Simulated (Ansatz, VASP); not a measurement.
**Pd in VASP and in Ansatz**

```
Pd
1.0
     0.00000    1.97371    1.97371
     1.97371    0.00000    1.97371
     1.97371    1.97371    0.00000
Pd
1
Direct
  0.00000 0.00000 0.00000
```

Alike in both runs: task single point; functional PBE; k mesh 14 × 14 × 14; collinear spin.

```csv
,VASP,Ansatz
version,VASP 6.6.1,Ansatz 0.2.0
potentials or method,"VASP PAW PBE potentials, release 64 (Pd), cutoff 520 eV","plane waves (420 eV) with PAW, scalar-relativistic"
occupations,"methfessel-paxton of order 1, width 1 eV","cold, width 1 eV"
valence electrons in the cell,10,18
```

|  | VASP | Ansatz | Ansatz less VASP |
| --- | --- | --- | --- |
| pressure (GPa) | -1.1 | -3.2 | -2.12 |
| net moment per atom (μB) | 0.00 | 0.00 | 0.000 |

VASP's potentials hold 10 valence electrons a cell and Ansatz's 18, so a difference there can come from the potentials and not from the codes. Ansatz's warnings: seeded moment not kept, stability check not made.
